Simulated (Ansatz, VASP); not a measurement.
## One calculation of Ba3TiO5, two programs

The input INCAR:

```
SYSTEM = Ba3TiO5
PREC     = Accurate       ! precision mode
ENCUT    = 520            ! plane-wave cutoff, eV
EDIFF    = 1E-7           ! SCF threshold, eV
ISMEAR   = 0              ! smearing method
SIGMA    = 0.02           ! smearing width, eV
LREAL    = Auto         
LASPH    = .True.         ! aspherical terms in the spheres
NELM     = 60             ! most SCF steps
ALGO     = Normal         ! electronic algorithm
ISIF     = 2              ! what is computed and relaxed
LWAVE    = .False.        ! write WAVECAR
LCHARG   = .False.        ! write CHGCAR
GGA      = PS             ! functional
NBANDS   = 87             ! bands
```

File KPOINTS:

```
regular mesh
0
Gamma
  6 6 6
  0 0 0
```

File POSCAR:

```
Ba3TiO5
1.0
   -3.6114173029      3.6114173029      5.9058868849
    3.6114173029     -3.6114173029      5.9058868849
    3.6114173029      3.6114173029     -5.9058868849
Ba Ti O
6 2 10
Direct
    0.2500000000      0.2500000000      0.0000000000
    0.7500000000      0.7500000000      0.0000000000
    0.1790499510      0.6790499510      0.8580999020
    0.8209500490      0.3209500490      0.1419000981
    0.6790499510      0.8209500490      0.5000000000
    0.3209500490      0.1790499510      0.5000000000
    0.7500000000      0.2500000000      0.5000000000
    0.2500000000      0.7500000000      0.5000000000
    0.7974804422      0.2974804422      0.7812386621
    0.2025195578      0.7025195578      0.2187613379
    0.5162417801      0.0162417801      0.2187613379
    0.2974804422      0.5162417801      0.5000000000
    0.9837582199      0.2025195578      0.5000000000
    0.4837582199      0.9837582199      0.7812386621
    0.7025195578      0.4837582199      0.5000000000
    0.0162417801      0.7974804422      0.5000000000
    0.0000000000      0.0000000000      0.0000000000
    0.5000000000      0.5000000000      0.0000000000
```

Input for Ansatz:

```yaml
crystal:
  lattice:
    - [-3.6114173029, 3.6114173029, 5.9058868849]
    - [3.6114173029, -3.6114173029, 5.9058868849]
    - [3.6114173029, 3.6114173029, -5.9058868849]
  atoms:
    - { symbol: Ba, position: [0.25, 0.25, 0.0] }
    - { symbol: Ba, position: [0.75, 0.75, 0.0] }
    - { symbol: Ba, position: [0.179049951, 0.679049951, 0.858099902] }
    - { symbol: Ba, position: [0.820950049, 0.320950049, 0.1419000981] }
    - { symbol: Ba, position: [0.679049951, 0.820950049, 0.5] }
    - { symbol: Ba, position: [0.320950049, 0.179049951, 0.5] }
    - { symbol: Ti, position: [0.75, 0.25, 0.5] }
    - { symbol: Ti, position: [0.25, 0.75, 0.5] }
    - { symbol: O, position: [0.7974804422, 0.2974804422, 0.7812386621] }
    - { symbol: O, position: [0.2025195578, 0.7025195578, 0.2187613379] }
    - { symbol: O, position: [0.5162417801, 0.0162417801, 0.2187613379] }
    - { symbol: O, position: [0.2974804422, 0.5162417801, 0.5] }
    - { symbol: O, position: [0.9837582199, 0.2025195578, 0.5] }
    - { symbol: O, position: [0.4837582199, 0.9837582199, 0.7812386621] }
    - { symbol: O, position: [0.7025195578, 0.4837582199, 0.5] }
    - { symbol: O, position: [0.0162417801, 0.7974804422, 0.5] }
    - { symbol: O, position: [0.0, 0.0, 0.0] }
    - { symbol: O, position: [0.5, 0.5, 0.0] }
basis:
  ecutwfc: 420
kpoints:
  mp_grid: { grid: [6, 6, 6] }
hamiltonian:
  xc: pbesol
scf:
  occupations: { method: gaussian, width: 0.02 }
output:
  forces: false
  stress: false
  eigenvalues: true
  eigenstates:
    kpoints:
      - [0.0, 0.0, 0.0]
      - [-0.011495498, 0.011495498, 0.011495498]
      - [0.011495498, -0.011495498, -0.011495498]
      - [0.011495498, -0.011495498, 0.011495498]
      - [-0.011495498, 0.011495498, -0.011495498]
      - [0.018799022, 0.018799022, -0.018799022]
      - [-0.018799022, -0.018799022, 0.018799022]
      - [0.0, 0.0, 0.01625709]
      - [0.0, 0.0, -0.01625709]
      - [0.005164371, 0.021421461, -0.005164371]
      - [-0.005164371, -0.021421461, 0.005164371]
      - [0.021421461, 0.005164371, -0.005164371]
      - [-0.021421461, -0.005164371, 0.005164371]
      - [0.01085362, 0.01085362, 0.002420238]
      - [-0.01085362, -0.01085362, -0.002420238]
      - [0.5, 0.5, 0.5]
      - [0.488504502, 0.511495498, 0.511495498]
      - [0.511495498, 0.488504502, 0.488504502]
      - [0.511495498, 0.488504502, 0.511495498]
      - [0.488504502, 0.511495498, 0.488504502]
      - [0.518799022, 0.518799022, 0.481200978]
      - [0.481200978, 0.481200978, 0.518799022]
      - [0.5, 0.5, 0.51625709]
      - [0.5, 0.5, 0.48374291]
      - [0.505164371, 0.521421461, 0.494835629]
      - [0.494835629, 0.478578539, 0.505164371]
      - [0.521421461, 0.505164371, 0.494835629]
      - [0.478578539, 0.494835629, 0.505164371]
      - [0.51085362, 0.51085362, 0.502420238]
      - [0.48914638, 0.48914638, 0.497579762]
    e_range: [-4.20542, 4.20542]
checkpoint:
  read: start.run
  write: ck
  compress: false
  write_wavefunctions: false
  write_every: 100000
```

Alike in both runs: task single point; functional PBEsol; k mesh 6 × 6 × 6; occupations gaussian, width 0.02 eV; no spin polarisation.

```csv
,VASP,Ansatz
version,VASP 6.6.1,Ansatz 0.2.0
potentials or method,"VASP PAW PBE potentials, release 64 (Ba_sv, Ti_sv, O), cutoff 520 eV","scalar-relativistic, plane waves, PAW"
valence electrons in the cell,144,144
```

```tsv
	VASP	Ansatz	Ansatz less VASP
gap on the k mesh at the Fermi level (eV)	2.61	2.71	+0.093
least direct gap on the mesh (eV)	2.62	2.71	+0.093
```

VASP's potentials were made for PBE, not for PBEsol.

Spin-orbit coupling is off throughout.
